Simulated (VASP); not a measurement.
# SnSe in VASP: a series of runs

SnSe is run at these levels: PBE; tasks: single point.

All numbers are computed with VASP 6.6.1; they aren't measurements. Logs are shortened: lines on timing, memory, paths and dates and some standing lists are left out, and cuts for length are marked.

## Step 1: The cell of the first run

It takes space group I4/mmm (No. 139, tetragonal). Conventional cell: a = 4.342 Å, b = 4.342 Å, c = 6.020 Å, α = 90.00°, β = 90.00°, γ = 90.00°. Sn (site symmetry 4/mmm) has 6 Se at 3.01 to 3.07 Å within 4.0 Å. Se (site symmetry 4/mmm) has 6 Sn at 3.01 to 3.07 Å within 4.0 Å.

## Step 2: Single point, PBE (equal xx and yy strain of +2 %)

File INCAR:

```
SYSTEM = SnSe
PREC     = Accurate       ! precision mode
ENCUT    = 520            ! plane-wave cutoff, eV
EDIFF    = 1E-6           ! SCF threshold, eV
ISMEAR   = -1             ! smearing method
SIGMA    = 0.02           ! smearing width, eV
LREAL    = .False.        ! projectors in reciprocal space
LASPH    = .True.         ! aspherical terms in the spheres
NELM     = 100            ! most SCF steps
ALGO     = Normal         ! electronic algorithm
ISIF     = 2              ! what is computed and relaxed
LWAVE    = .False.        ! write WAVECAR
LCHARG   = .False.        ! write CHGCAR
GGA      = PE             ! functional
NBANDS   = 17             ! bands
```

File KPOINTS:

```
Automatic mesh
0
Gamma
  9 9 9
  0 0 0
```

File POSCAR:

```
SnSe
1.0
    0.0000000000      3.0702000000      3.0100000000
    3.0702000000      0.0000000000      3.0100000000
    3.0702000000      3.0702000000      0.0000000000
Sn Se
1 1
Direct
    0.0000000000      0.0000000000      0.0000000000
    0.5000000000      0.5000000000      0.5000000000
```

Potentials or basis: VASP PAW PBE potentials, release 64 (Sn_d, Se).

On the command line:

```console
$ cat potpaw_PBE.64/Sn_d/POTCAR potpaw_PBE.64/Se/POTCAR > POTCAR
$ mpirun -np 1 vasp_std > vasp.out
```

OUTCAR:

```text
SYSTEM = SnSe
   PREC = Accurate
   ENCUT = 520
   EDIFF = 1E-6
   ISMEAR = -1
   LREAL = .False.
   LASPH = .True.
   NELM = 100
   ISIF = 2
   GGA = PE

 ion  position               nearest neighbor table
   1  0.000  0.000  0.000-   2 3.01   2 3.01   2 3.07   2 3.07   2 3.07   2 3.07
   2  0.500  0.500  0.500-   1 3.01   1 3.01   1 3.07   1 3.07   1 3.07   1 3.07

  LATTYP: Found a body centered tetragonal cell.
 ALAT       =     4.3419184792
 C/A-ratio  =     1.3864838847

  Lattice vectors:

 A1 = (   0.0000000000,  -3.0702000000,  -3.0100000000)
 A2 = (   0.0000000000,   3.0702000000,  -3.0100000000)
 A3 = (   3.0702000000,   0.0000000000,   3.0100000000)

Analysis of symmetry for initial positions (statically):
=====================================================================
 Subroutine PRICEL returns:
 Original cell was already a primitive cell.

 Routine SETGRP: Setting up the symmetry group for a
 body centered tetragonal supercell.

 Subroutine GETGRP returns: Found 16 space group operations
 (whereof 16 operations were pure point group operations)
 out of a pool of 16 trial point group operations.

The static configuration has the point symmetry D_4h.

Analysis of symmetry for dynamics (positions and initial velocities):
=====================================================================
 Subroutine PRICEL returns:
 Original cell was already a primitive cell.

 Routine SETGRP: Setting up the symmetry group for a
 body centered tetragonal supercell.

 Subroutine GETGRP returns: Found 16 space group operations
 (whereof 16 operations were pure point group operations)
 out of a pool of 16 trial point group operations.

The dynamic configuration has the point symmetry D_4h.

 Subroutine INISYM returns: Found 16 space group operations
 (whereof 16 operations are pure point group operations),
 and found     1 'primitive' translations

----------------------------------------------------------------------------------------

                                     Primitive cell

  volume of cell :      56.7453

  direct lattice vectors                    reciprocal lattice vectors
     0.000000000  3.070200000  3.010000000    -0.162855840  0.162855840  0.166112957
     3.070200000  0.000000000  3.010000000     0.162855840 -0.162855840  0.166112957
     3.070200000  3.070200000  0.000000000     0.162855840  0.162855840 -0.166112957

  length of vectors
     4.299561378  4.299561378  4.341918479     0.283967540  0.283967540  0.283967540

  position of ions in fractional coordinates (direct lattice)
     0.000000000  0.000000000  0.000000000
     0.500000000  0.500000000  0.500000000

  ion indices of the primitive-cell ions
   primitive index   ion index
                 1           1
                 2           2

----------------------------------------------------------------------------------------

 KPOINTS: Automatic mesh

Automatic generation of k-mesh.
 Grid dimensions read from file:
 generate k-points for:    9    9    9

 Generating k-lattice:

  Cartesian coordinates                     Fractional coordinates (reciprocal lattice)
    -0.018095093  0.018095093  0.018456995     0.111111111  0.000000000  0.000000000
     0.018095093 -0.018095093  0.018456995     0.000000000  0.111111111  0.000000000
     0.018095093  0.018095093 -0.018456995     0.000000000  0.000000000  0.111111111

  Length of vectors
     0.031551949  0.031551949  0.031551949

  Shift w.r.t. Gamma in fractional coordinates (k-lattice)
     0.000000000  0.000000000  0.000000000

 Subroutine IBZKPT returns following result:
 ===========================================

 Found     75 irreducible k-points:

 Following reciprocal coordinates:
            Coordinates               Weight
  0.000000  0.000000  0.000000      1.000000
  0.111111  0.000000  0.000000      8.000000
  0.222222  0.000000  0.000000      8.000000
  0.333333  0.000000  0.000000      8.000000
  0.444444  0.000000  0.000000      8.000000
  0.111111  0.111111  0.000000      2.000000
[... 16 lines left out ...]
 -0.333333  0.333333  0.000000      4.000000
  0.444444  0.444444  0.000000      2.000000
 [... further k-points ...]
   k-points           NKPTS =     75   k-points in BZ     NKDIM =     75   number of bands    NBANDS=     17
   number of dos      NEDOS =    301   number of ions     NIONS =      2
   total plane-waves  NPLWV =  32768
   dimension x,y,z NGX =    32 NGY =   32 NGZ =   32
   dimension x,y,z NGXF=    64 NGYF=   64 NGZF=   64
   ions per type =               1   1
   NGX,Y,Z   is equivalent  to a cutoff of  12.37, 12.37, 12.25 a.u.
   NGXF,Y,Z  is equivalent  to a cutoff of  24.75, 24.75, 24.50 a.u.
 SYSTEM =  SnSe
   PREC   = accura    normal or accurate (medium, high low for compatibility)
   ISTART =      0    job   : 0-new  1-cont  2-samecut
   ICHARG =      2    charge: 1-file 2-atom 10-const
   ISPIN  =      1    spin polarized calculation?
   LNONCOLLINEAR =      F non collinear calculations
   LSORBIT =      F    spin-orbit coupling
   LASPH  =      T    aspherical Exc in radial PAW
   ENCUT  =  520.0 eV  38.22 Ry    6.18 a.u.   7.99  7.99  8.07*2*pi/ulx,y,z
   NELM   =    100;   NELMIN=  2; NELMDL= -5     # of ELM steps
   EDIFF  = 0.1E-05   stopping-criterion for ELM
   LREAL  =      F    real-space projection
   EDIFFG = 0.1E-04   stopping-criterion for IOM
   NSW    =      0    number of steps for IOM
   IBRION =     -1    ionic relax: 0-MD 1-quasi-New 2-CG
   NFREE  =      0    steps in history (QN), initial steepest desc. (CG)
   ISIF   =      2    stress and relaxation
   ISYM   =      2    0-nonsym 1-usesym 2-fastsym
   POTIM  = 0.5000    time-step for ionic-motion
   TEBEG  =    0.0;   TEEND  =   0.0 temperature during run
   PSTRESS=    0.0 pullay stress
   NELECT =      20.0000    total number of electrons
   NUPDOWN=      -1.0000    fix difference up-down
   EMIN   =  10.00;   EMAX   =-10.00  energy-range for DOS
   EFERMI =   0.00;   METHOD = LEGACY
   ISMEAR =    -1;   SIGMA  =   0.02  broadening in eV -4-tet -1-fermi 0-gaus
   EFERMI_NEDOS =   21; number of points for ismear=-14 and -15
   IALGO  =     38    algorithm
   IMIX   =      4    mixing-type and parameters
     AMIX     =   0.40;   BMIX     =  1.00
     AMIX_MAG =   1.60;   BMIX_MAG =  1.00
  volume/ion in A,a.u.               =      28.37       191.47
  Fermi-wavevector in a.u.,A,eV,Ry     =   1.156400  2.185280 18.194551  1.337262
  Thomas-Fermi vector in A             =   2.293021
   LORBIT       =      0    0 simple, 1 ext, 2 COOP (PROOUT), +10 PAW based schemes
   GGA     = PE    functional components
   LHFCALC =     F    Hartree Fock is set to
   AEXX    =    0.0000 exact exchange contribution
   IVDW    =     0    specifies the selected vdW correction
   LEPSILON=     F    determine dielectric tensor
   LRPA    =     F    only Hartree local field effects (RPA)
 non-spin polarized calculation
  energy-cutoff  :      520.00
  volume of cell :       56.75
 maximum number of plane-waves:      1552
   NGX = 15   NGY = 15   NGZ = 17

 number of electron      19.9999993 magnetization

 Free energy of the ion-electron system (eV)
  ---------------------------------------------------
  ext. energy  EPLUGINS =         0.00000000
  ---------------------------------------------------
  free energy    TOTEN  =        -8.21020711 eV

  energy without entropy =       -8.21020711  energy(sigma->0) =       -8.21020711

 E-fermi :   5.3818     XC(G=0):  -9.4175

 val. band max:        5.0518380235   @ k =  -0.3333  -0.0000   0.1111
 cond. band min:       5.6997164431   @ k =  -0.3333   0.1111   0.0000
 fundamental gap:      0.6478784196
 Fermi energy:         5.3818133823

 k-point     1 :       0.0000    0.0000    0.0000
  band No.  band energies     occupation
      1     -16.4655      2.00000
      2     -16.4622      2.00000
      3     -16.4584      2.00000
      4     -16.4584      2.00000
      5     -16.4521      2.00000
      6      -8.4451      2.00000
[... 9 lines left out ...]
     16      11.1687      0.00000
     17      13.1362      0.00000

 k-point     2 :       0.1111    0.0000    0.0000
  band No.  band energies     occupation
      1     -16.4650      2.00000
      2     -16.4627      2.00000
      3     -16.4579      2.00000
      4     -16.4574      2.00000
      5     -16.4525      2.00000
      6      -8.3649      2.00000
[... 9 lines left out ...]
     16      11.3992      0.00000
     17      13.8991      0.00000

 k-point     3 :       0.2222    0.0000    0.0000
  band No.  band energies     occupation
      1     -16.4642      2.00000
      2     -16.4640      2.00000
      3     -16.4573      2.00000
      4     -16.4542      2.00000
      5     -16.4526      2.00000
      6      -8.1443      2.00000
[... 9 lines left out ...]
     16      12.1224      0.00000
     17      15.6120      0.00000

 k-point     4 :       0.3333    0.0000    0.0000
  band No.  band energies     occupation
      1     -16.4662      2.00000
      2     -16.4636      2.00000
      3     -16.4577      2.00000
      4     -16.4507      2.00000
      5     -16.4504      2.00000
      6      -7.8531      2.00000
[... 9 lines left out ...]
     16      13.2740      0.00000
     17      16.6924      0.00000
[... 343 lines left out ...]
      1     -16.4712      2.00000
      2     -16.4662      2.00000
      3     -16.4589      2.00000
      4     -16.4464      2.00000
      5     -16.4450      2.00000
      6      -7.3528      2.00000
[... 9 lines left out ...]
     16      15.4219      0.00000
     17      17.1803      0.00000

 k-point    23 :      -0.3333    0.3333    0.0000
  band No.  band energies     occupation
      1     -16.4688      2.00000
      2     -16.4614      2.00000
      3     -16.4611      2.00000
      4     -16.4491      2.00000
      5     -16.4467      2.00000
      6      -7.3869      2.00000
[... 9 lines left out ...]
     16      14.1458      0.00000
     17      16.7736      0.00000

 k-point    24 :       0.4444    0.4444    0.0000
  band No.  band energies     occupation
      1     -16.4751      2.00000
      2     -16.4711      2.00000
      3     -16.4556      2.00000
      4     -16.4436      2.00000
      5     -16.4436      2.00000
      6      -7.3525      2.00000
[... 9 lines left out ...]
     16      16.4327      0.00000
     17      17.5159      0.00000

 [... further k-points ...]
[... 5 lines left out ...]
  --------------------------------------------------------------------------------------
  -------------------------------------------------------------------------------------
  Total       -0.5544660     -0.5544660      0.1897746      0.0000000      0.0000000      0.0000000
  in kB      -15.6550937    -15.6550937      5.3581984      0.0000000      0.0000000      0.0000000
  external PRESSURE =      -8.6506630 kB  Pullay stress =       0.0000000 kB

 VOLUME and BASIS-vectors are now :
 -----------------------------------------------------------------------------
  energy-cutoff  :      520.00
  volume of cell :       56.75
      direct lattice vectors                 reciprocal lattice vectors
     0.000000000  3.070200000  3.010000000    -0.162855840  0.162855840  0.166112957
     3.070200000  0.000000000  3.010000000     0.162855840 -0.162855840  0.166112957
     3.070200000  3.070200000  0.000000000     0.162855840  0.162855840 -0.166112957

 POSITION                                       TOTAL-FORCE (eV/Angst)
 -----------------------------------------------------------------------------------
      0.00000      0.00000      0.00000         0.000000     -0.000000      0.000000
      3.07020      3.07020      3.01000        -0.000000      0.000000     -0.000000
 -----------------------------------------------------------------------------------
    total drift:                                0.000000     -0.000000     -0.000000

  FREE ENERGIE OF THE ION-ELECTRON SYSTEM (eV)
  ---------------------------------------------------
  free  energy   TOTEN  =        -8.2102071117 eV

  energy  without entropy=       -8.2102071089  energy(sigma->0) =       -8.21020711
```

It took 51 s on 1 thread of AMD EPYC 7R13 (Zen 3), shared host; peak memory 0.19 GiB.

Results:

```
Free energy            : -8.2102 eV
Pressure               : -0.9 GPa
Band gap on the k mesh : 0.65 eV, indirect (least direct gap 0.68 eV)
```

Caveat: the cell differs from its parent crystal (equal xx and yy strain of +2 %); spin-orbit coupling is left out, which moves the levels of the heavy elements.

[end of part 1 of 2]
